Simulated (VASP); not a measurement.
The system is KH2.

```xyz
3
Lattice="1.6896 0.9755 5.1031 -1.6896 0.9755 5.1031 0.0000 -1.9510 5.1031" Properties=species:S:1:pos:R:3 pbc="T T T"
K     0.0000    0.0000    0.0000
H     0.0000    0.0000   11.4819
H     0.0000    0.0000    3.8273
```

| Property | Result |
| --- | --- |
| Program | VASP 6.6.1 |
| Task | relaxation of cell and atoms |
| Functional | PBE |
| Potentials or basis | VASP PAW PBE potentials, release 64 (K_sv, H) |
| Cutoff | 600 eV |
| k mesh | 6 × 6 × 6 |
| Occupations | gaussian, width 0.1 eV |
| Spin | no spin polarisation |

At the start: pressure 6.6 GPa; volume 16.82 Å³/atom.

Question: Where does the relaxation end?

Answer: Over 32 steps the energy falls by 387.0 meV/atom and the volume is 18.01 Å³/atom (+7.1 %); space group R-3m (No. 166, to 0.1 Å) before and after.

Step by step:
| step | energy change (eV) | largest force (eV/Å) | pressure (GPa) | volume (Å³) |
| --- | --- | --- | --- | --- |
| 1 | 0.0000 | 0.5392 | 6.61 | 50.47 |
| 2 | -0.2667 | 0.3603 | 3.91 | 55.67 |
| 3 | -0.6036 | 0.0542 | -0.14 | 70.90 |
| 4 | -0.6279 | 0.0083 | -0.86 | 76.31 |
| 5 | -0.6290 | 0.0242 | -1.04 | 78.02 |
| 6 | -0.7110 | 0.0229 | -1.14 | 76.60 |
| 7 | -0.9276 | 0.1044 | -1.22 | 71.16 |
| 8 | -0.1449 | 1.4440 | 4.73 | 54.60 |
| 9 | -0.9625 | 0.0893 | -1.08 | 69.42 |
| 10 | -0.9817 | 0.0166 | -0.69 | 66.71 |
| 11 | -0.9817 | 0.0445 | -0.82 | 67.48 |
| 12 | -0.9953 | 0.0596 | -0.20 | 63.73 |
| 13 | -0.9964 | 0.0660 | 0.05 | 62.45 |
| 14 | -0.9985 | 0.0738 | 0.05 | 62.37 |
| 15 | -1.0056 | 0.0963 | 0.03 | 62.12 |
| 16 | -1.0234 | 0.1392 | -0.04 | 61.59 |
| 17 | -1.0726 | 0.2159 | -0.38 | 60.36 |
| 18 | -1.1235 | 0.0560 | -1.38 | 57.25 |
| 19 | -1.1268 | 0.1760 | -0.91 | 58.82 |
| 20 | -1.1322 | 0.1451 | -1.06 | 58.36 |
| 21 | -1.1328 | 0.1419 | -1.07 | 58.31 |
| 22 | -1.1343 | 0.1319 | -1.08 | 58.15 |
| 23 | -1.1367 | 0.1104 | -1.11 | 57.85 |
| 24 | -1.1382 | 0.0615 | -1.16 | 57.23 |
| 25 | -1.1410 | 0.0551 | -1.11 | 57.03 |
| 26 | -1.1485 | 0.0344 | -0.93 | 56.43 |
| 27 | -1.1580 | 0.0145 | -0.53 | 55.24 |
| 28 | -1.1516 | 0.1466 | 0.48 | 52.90 |
| 29 | -1.1599 | 0.0487 | -0.25 | 54.52 |
| 30 | -1.1599 | 0.0522 | -0.22 | 54.45 |
| 31 | -1.1602 | 0.0478 | -0.20 | 54.35 |
| 32 | -1.1610 | 0.0346 | -0.14 | 54.04 |

Final structure:
```
K H
1.0
     1.92247    1.10994    4.22072
    -1.92247    1.10994    4.22072
     0.00000   -2.21988    4.22072
K H
1 2
Direct
  0.00000 0.00000 0.00000
  0.80699 0.80699 0.80699
  0.19301 0.19301 0.19301
```

Caveat: the k points lie up to 0.33 Å⁻¹ apart in the final cell, too coarse for converged energies and pressures of a metal; an odd number of electrons without spin polarisation forces a metal; a magnetic or distorted state may lie lower.
